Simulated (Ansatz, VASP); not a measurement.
**Si in VASP and in Ansatz**

```
Si
1.0
     4.70545    0.00000    0.00000
    -2.35273    4.07504    0.00000
     0.00000    0.00000    2.60493
Si
3
Cartesian
  2.3527 4.0750 0.0000
  0.0000 2.7167 1.3025
  2.3527 1.3583 1.3025
```

Alike in both runs: functional BLYP; k mesh 8 × 8 × 12; occupations fermi-dirac, width 0.1 eV; no spin polarisation.

Ansatz relaxed the structure, and its values are those at the end. VASP's run is a single point on that final structure, the one shown.

|  | VASP | Ansatz |
| --- | --- | --- |
| version | VASP 6.6.1 | Ansatz 0.2.0 |
| potentials or method | VASP PAW PBE potentials, release 64 (Si), cutoff 520 eV | plane waves (420 eV) with PAW, scalar-relativistic |
| valence electrons in the cell | 12 | 12 |

```csv
,VASP,Ansatz,Ansatz less VASP
pressure (GPa),0.3,0.0,-0.31
```

VASP's potentials were made for PBE, not for BLYP.
